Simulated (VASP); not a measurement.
A run of VASP 6.6.1 is set up as follows.

The input INCAR:

```
SYSTEM = Na
ALGO     = Fast           ! electronic algorithm
EDIFF    = 1E-6           ! SCF threshold, eV
ENCUT    = 520            ! plane-wave cutoff, eV
GGA      = PS             ! functional
ISIF     = 2              ! what is computed and relaxed
ISMEAR   = 0              ! smearing method
LASPH    = .TRUE.         ! aspherical terms in the spheres
LCHARG   = .FALSE.        ! write CHGCAR
LREAL    = .FALSE.        ! projectors in reciprocal space
LWAVE    = .FALSE.        ! write WAVECAR
NBANDS   = 14             ! bands
NELM     = 100            ! most SCF steps
PREC     = Accurate       ! precision mode
SIGMA    = 0.15           ! smearing width, eV
```

KPOINTS

```
k-points
0
G
  12 12 10
  0 0 0
```

The input POSCAR:

```
Na
1.0
    0.0000000000     -3.7271439106      0.0000000000
   -3.7271439106      0.0000000000      0.0000000000
    0.0000000000      0.0000000000     -5.2241838134
Na
2
Direct
    0.5000000000      0.5000000000      0.5000000000
    0.0000000000      0.0000000000      0.0000000000
```

Potentials or basis: VASP PAW PBE potentials, release 64 (Na_pv).

Launch:

```console
$ cat potpaw_PBE.64/Na_pv/POTCAR > POTCAR
$ mpirun -np 1 vasp_std > vasp.out
```

Task: Estimate the band gap on the k mesh.

Result: Zero (bands 7 and 8 overlap by 4.91 eV).

Task: Predict the pressure.

Result: 0.0 GPa.

Caveat: the PAW data sets were made with another functional, which shifts forces and pressure a little.
